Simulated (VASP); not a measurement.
# PtS2 in VASP: a series of runs, part 2 of 2

VASP 6.6.1. Earlier steps stand in the parts before.

### Step 5. Single point, r2SCAN

This run uses another cell than the first one, of 18.66 Å³/atom.

POSCAR

```
PtS2
1.0
    3.5526415781      0.0000000000      0.0000000000
   -1.7763207890      3.0766778572      0.0000000000
    0.0000000000      0.0000000000      5.1227110621
Pt S
1 2
Direct
    0.0000000000      0.0000000000      0.0000000000
    0.3333333333      0.6666666667      0.2392599767
    0.6666666667      0.3333333333      0.7607400233
```

INCAR.step1

```
PREC = Accurate ; ENCUT = 520
ISMEAR = 0 ; SIGMA = 0.01
LREAL = False ; LASPH = True
NELM = 60 ; NBANDS = 18
GGA = PE ; ALGO = Normal
EDIFF = 1E-4 ; LWAVE = True
LCHARG = False
```

INCAR.step2

```
PREC = Accurate ; ENCUT = 520
EDIFF = 1E-6 ; ISMEAR = 0
SIGMA = 0.01 ; LREAL = False
LASPH = True ; NELM = 60
ALGO = Normal ; ISIF = 2
LWAVE = False ; LCHARG = False
METAGGA = R2SCAN ; LMIXTAU = True
NBANDS = 18 ; ISTART = 1
```

KPOINTS

```
regular mesh
0
Gamma
  12 12 6
```

Potentials or basis: VASP PAW PBE potentials, release 64 (Pt, S).

On the command line:

```console
$ cat potpaw_PBE.64/Pt/POTCAR potpaw_PBE.64/S/POTCAR > POTCAR
$ cp INCAR.step1 INCAR
$ mpirun -np 1 vasp_std > vasp.out
$ cp INCAR.step2 INCAR
$ mpirun -np 1 vasp_std > vasp.out
```

OUTCAR:

```text
PREC = Accurate
   ENCUT = 520
   EDIFF = 1E-6
   ISMEAR = 0
   LREAL = False
   LASPH = True
   NELM = 60
   ISIF = 2
   METAGGA = R2SCAN
   ISTART = 1

 ion  position               nearest neighbor table
   1  0.000  0.000  0.000-   2 2.39   3 2.39   2 2.39   3 2.39   3 2.39   2 2.39
   2  0.333  0.667  0.239-   1 2.39   1 2.39   1 2.39
   3  0.667  0.333  0.761-   1 2.39   1 2.39   1 2.39

  LATTYP: Found a hexagonal cell.
 ALAT       =     3.5526415781
 C/A-ratio  =     1.4419442405

  Lattice vectors:

 A1 = (   3.5526415781,   0.0000000000,   0.0000000000)
 A2 = (  -1.7763207890,   3.0766778572,   0.0000000000)
 A3 = (   0.0000000000,   0.0000000000,   5.1227110621)

Analysis of symmetry for initial positions (statically):
=====================================================================
 Subroutine PRICEL returns:
 Original cell was already a primitive cell.

 Routine SETGRP: Setting up the symmetry group for a
 hexagonal supercell.

 Subroutine GETGRP returns: Found 12 space group operations
 (whereof 12 operations were pure point group operations)
 out of a pool of 24 trial point group operations.

The static configuration has the point symmetry D_3d.

Analysis of symmetry for dynamics (positions and initial velocities):
=====================================================================
 Subroutine PRICEL returns:
 Original cell was already a primitive cell.

 Routine SETGRP: Setting up the symmetry group for a
 hexagonal supercell.

 Subroutine GETGRP returns: Found 12 space group operations
 (whereof 12 operations were pure point group operations)
[... 115 lines left out ...]
   NELECT =      22.0000    total number of electrons
   NUPDOWN=      -1.0000    fix difference up-down
   EMIN   =  10.00;   EMAX   =-10.00  energy-range for DOS
   EFERMI =   0.00;   METHOD = LEGACY
   ISMEAR =     0;   SIGMA  =   0.01  broadening in eV -4-tet -1-fermi 0-gaus
   EFERMI_NEDOS =   21; number of points for ismear=-14 and -15
   IALGO  =     38    algorithm
   IMIX   =      4    mixing-type and parameters
     AMIX     =   0.40;   BMIX     =  1.00
     AMIX_MAG =   1.60;   BMIX_MAG =  1.00
  volume/ion in A,a.u.               =      18.66       125.95
  Fermi-wavevector in a.u.,A,eV,Ry     =   1.199052  2.265879 19.561441  1.437725
  Thomas-Fermi vector in A             =   2.334925
   LORBIT       =      0    0 simple, 1 ext, 2 COOP (PROOUT), +10 PAW based schemes
   METAGGA = R2SCAN    functional components
   LHFCALC =     F    Hartree Fock is set to
   AEXX    =    0.0000 exact exchange contribution
   IVDW    =     0    specifies the selected vdW correction
   LEPSILON=     F    determine dielectric tensor
   LRPA    =     F    only Hartree local field effects (RPA)
 non-spin polarized calculation
 Gauss-broadening in eV      SIGMA  =   0.01
  energy-cutoff  :      520.00
  volume of cell :       55.99
 maximum number of plane-waves:      1536
 NGX is ok and might be reduce to    28
   NGX = 13   NGY = 13   NGZ = 19

 number of electron      21.9999996 magnetization

 Free energy of the ion-electron system (eV)
  ---------------------------------------------------
  ext. energy  EPLUGINS =         0.00000000
  ---------------------------------------------------
  free energy    TOTEN  =       -68.85101018 eV

  energy without entropy =      -68.85101018  energy(sigma->0) =      -68.85101018

 E-fermi :   6.2862     XC(G=0): -11.2140

 val. band max:        6.2204403793   @ k =   0.0000   0.1667   0.1667
 cond. band min:       7.0881554647   @ k =   0.0000   0.2500   0.3333
 fundamental gap:      0.8677150854
 Fermi energy:         6.2862051026

 k-point     1 :       0.0000    0.0000    0.0000
  band No.  band energies     occupation
      1      -9.5485      2.00000
      2      -6.6376      2.00000
      3      -0.8228      2.00000
      4      -0.4828      2.00000
      5      -0.4828      2.00000
      6       2.3168      2.00000
[... 481 lines left out ...]
      5       0.1237      2.00000
      6       1.6782      2.00000
[... 10 lines left out ...]
     17      16.1517      0.00000
     18      16.1540      0.00000

 [... further k-points ...]

------------------------ aborting loop because EDIFF is reached ----------------------------------------

  FORCE on cell =-STRESS in cart. coord.  units (eV):
  Direction    XX          YY          ZZ          XY          YZ          ZX
  --------------------------------------------------------------------------------------
  -------------------------------------------------------------------------------------
  Total        0.4207808      0.4207808      0.4379060      0.0000000      0.0000000      0.0000000
  in kB       12.0401865     12.0401865     12.5302063      0.0000000      0.0000000      0.0000000
  external PRESSURE =      12.2035264 kB  Pullay stress =       0.0000000 kB

 VOLUME and BASIS-vectors are now :
 -----------------------------------------------------------------------------
  energy-cutoff  :      520.00
  volume of cell :       55.99
      direct lattice vectors                 reciprocal lattice vectors
     3.552641578  0.000000000  0.000000000     0.281480689  0.162512952  0.000000000
    -1.776320789  3.076677857  0.000000000     0.000000000  0.325025903  0.000000000
     0.000000000  0.000000000  5.122711062     0.000000000  0.000000000  0.195209136

 POSITION                                       TOTAL-FORCE (eV/Angst)
 -----------------------------------------------------------------------------------
      0.00000      0.00000      0.00000         0.000000      0.000000      0.000000
     -0.00000      2.05112      1.22566         0.000000      0.000000     -0.049169
      1.77632      1.02556      3.89705        -0.000000     -0.000000      0.049169
 -----------------------------------------------------------------------------------
    total drift:                                0.000000      0.000000      0.000000

  FREE ENERGIE OF THE ION-ELECTRON SYSTEM (eV)
  ---------------------------------------------------
  free  energy   TOTEN  =       -68.8510101825 eV

  energy  without entropy=      -68.8510101825  energy(sigma->0) =      -68.85101018
```

OSZICAR.step1:

```text
N       E                     dE             d eps       ncg     rms          rms(c)
DAV:   1     0.112064969681E+03    0.11206E+03   -0.10332E+04  3640   0.109E+03
DAV:   2    -0.111746850416E+02   -0.12324E+03   -0.11932E+03  4390   0.220E+02
DAV:   3    -0.166859268848E+02   -0.55112E+01   -0.54687E+01  4572   0.469E+01
DAV:   4    -0.167445340270E+02   -0.58607E-01   -0.58575E-01  4650   0.534E+00
DAV:   5    -0.167454729849E+02   -0.93896E-03   -0.93887E-03  4654   0.666E-01    0.179E+01
DAV:   6    -0.156605695247E+02    0.10849E+01   -0.61100E+00  3732   0.243E+01    0.119E+01
DAV:   7    -0.154142621216E+02    0.24631E+00   -0.11970E+00  3722   0.110E+01    0.583E+00
DAV:   8    -0.153994891297E+02    0.14773E-01   -0.65930E-02  3992   0.176E+00    0.119E+00
DAV:   9    -0.153961713636E+02    0.33178E-02   -0.91315E-03  4244   0.990E-01    0.222E-01
DAV:  10    -0.153963861137E+02   -0.21475E-03   -0.14638E-03  4552   0.243E-01    0.927E-02
DAV:  11    -0.153964388792E+02   -0.52766E-04   -0.59908E-05  3126   0.651E-02
   1 F= -.15396439E+02 E0= -.15396439E+02  d E =-.725473E-23
```

Wall time 2.5 min (1 thread of Intel Xeon 6975P-C (Granite Rapids), shared host); peak memory 0.25 GiB.

Results:

```
Free energy            : -68.8510 eV
Pressure               : 1.2 GPa
Largest force          : 0.049 eV/Å
Band gap on the k mesh : 0.87 eV (least direct gap 1.14 eV)
```

Forces in eV/Å, atoms in the order of the input:
```
Pt   0.000  0.000  0.000
S    0.000  0.000 -0.049
S    0.000  0.000  0.049
```

Caveat: the PAW data sets were made with another functional, which shifts forces and pressure a little; spin-orbit coupling is left out, which moves the levels of the heavy elements. A k mesh can miss the band edges.

### Step 6. Single point, PBE (shear xy strain -1.5%)

INCAR

```
SYSTEM = PtS2
PREC     = Accurate       ! precision mode
ENCUT    = 520            ! plane-wave cutoff, eV
EDIFF    = 1E-6           ! SCF threshold, eV
ISMEAR   = -1             ! smearing method
SIGMA    = 0.02           ! smearing width, eV
LREAL    = .FALSE.        ! projectors in reciprocal space
LASPH    = .TRUE.         ! aspherical terms in the spheres
NELM     = 100            ! most SCF steps
ALGO     = Normal         ! electronic algorithm
ISIF     = 2              ! what is computed and relaxed
LWAVE    = .FALSE.        ! write WAVECAR
LCHARG   = .TRUE.         ! write CHGCAR
GGA      = PE             ! functional
LELF     = .TRUE.         ! ELF
LVHAR    = .TRUE.       
NBANDS   = 18             ! bands
```

KPOINTS

```
regular mesh
0
G
  12 12 6
  0 0 0
```

POSCAR

```
PtS2
1.0
    3.5526415781     -0.0266448119      0.0000000000
   -1.7993958729      3.0900002631      0.0000000000
    0.0000000000      0.0000000000      5.1227110621
Pt S
1 2
Direct
    0.0000000000      0.0000000000      0.0000000000
    0.3310334832      0.6666411227      0.2392671833
    0.6689665168      0.3333588773      0.7607328167
```

Potentials or basis: VASP PAW PBE potentials, release 64 (Pt, S).

On the command line:

```console
$ cat potpaw_PBE.64/Pt/POTCAR potpaw_PBE.64/S/POTCAR > POTCAR
$ mpirun -np 1 vasp_std > vasp.out
```

It took 2.7 min on 1 thread of Intel Xeon 6975P-C (Granite Rapids), shared host; peak memory 0.5 GiB.

The run converged. Its results:

| Item | Value |
| --- | --- |
| Free energy | -15.3937 eV |
| Pressure | 3.2 GPa |
| Largest force | 0.028 eV/Å |
| Band gap on the k mesh | 0.66 eV (least direct gap 0.95 eV) |

Forces in eV/Å, atoms in the order of the input:
```
Pt   0.000  0.000  0.000
S   -0.007  0.000  0.027
S    0.007  0.000 -0.027
```

Stress tensor (GPa, compression positive):
```
 3.64  1.04 -0.23
 1.04  3.63  0.00
-0.23  0.00  2.32
```

Levels at points of the mesh, in eV from the valence-band top:
| k point | band 8 | band 9 | band 10 | band 11 | band 12 | band 13 | band 14 | band 15 |
| --- | --- | --- | --- | --- | --- | --- | --- | --- |
| (0.00, 0.00, 0.00) | -2.02 | -1.12 | -1.02 | -0.06 | 2.08 | 2.08 | 4.74 | 5.39 |
| (0.50, 0.00, 0.00) | -3.13 | -3.05 | -2.95 | -2.42 | 1.54 | 2.52 | 5.35 | 6.35 |
| (0.00, 0.50, 0.00) | -3.12 | -3.07 | -2.94 | -2.43 | 1.52 | 2.53 | 5.41 | 6.43 |
| (0.50, 0.50, 0.00) | -3.06 | -3.06 | -2.96 | -2.45 | 1.50 | 2.54 | 5.46 | 6.51 |
| (0.00, 0.00, 0.50) | -2.61 | -1.34 | -1.25 | -1.14 | 2.59 | 2.61 | 5.53 | 7.04 |
| (0.50, 0.00, 0.50) | -3.05 | -2.81 | -2.65 | -1.44 | 1.70 | 2.23 | 4.98 | 5.40 |
| (0.00, 0.50, 0.50) | -3.06 | -2.74 | -2.68 | -1.46 | 1.71 | 2.19 | 5.05 | 5.46 |
| (0.50, 0.50, 0.50) | -3.06 | -2.73 | -2.67 | -1.48 | 1.73 | 2.15 | 5.11 | 5.51 |

Caveat: the cell differs from its parent crystal (shear xy strain -1.5%); the cell stands under pressure; spin-orbit coupling is left out, which moves the levels of the heavy elements.

### Step 7. Overview

| level | cell | smearing | gap on the mesh (eV) | pressure (GPa) | largest force (eV/Å) |
| --- | --- | --- | --- | --- | --- |
| PBE | a = 3.553, b = 3.553, c = 5.020 Å, angles 90.0, 90.0, 120.0°, 3 atoms, atomic positions A | fermi-dirac 0.02 eV | 0.62 | 3.8 | 0.04 |
| PBE | a = 3.553, b = 3.553, c = 5.123 Å, angles 90.0, 90.0, 120.0°, 3 atoms, atomic positions B | fermi-dirac 0.02 eV | 0.71 | 3.2 | 0.03 |
| r2SCAN | a = 3.553, b = 3.553, c = 5.020 Å, angles 90.0, 90.0, 120.0°, 3 atoms, atomic positions A | gaussian 0.01 eV | 0.75 | 1.8 | 0.05 |
| r2SCAN | a = 3.553, b = 3.553, c = 5.123 Å, angles 90.0, 90.0, 120.0°, 3 atoms, atomic positions B | gaussian 0.01 eV | 0.87 | 1.2 | 0.05 |
| PBE | a = 3.553, b = 3.576, c = 5.123 Å, angles 90.0, 90.0, 120.6°, 3 atoms, atomic positions C | fermi-dirac 0.02 eV | 0.66 | 3.2 | 0.03 |

Alike in all rows: task single point; potentials or basis VASP PAW PBE potentials, release 64 (Pt, S); no spin polarisation; k mesh 12 × 12 × 6; cutoff (eV) 520.

Caveats: spin-orbit coupling is left out, which moves the levels of the heavy elements; the cell stands under pressure (at least some runs); the PAW data sets were made with another functional, which shifts forces and pressure a little (at least some runs).

Absolute energies hang on the potentials; compare differences alone.
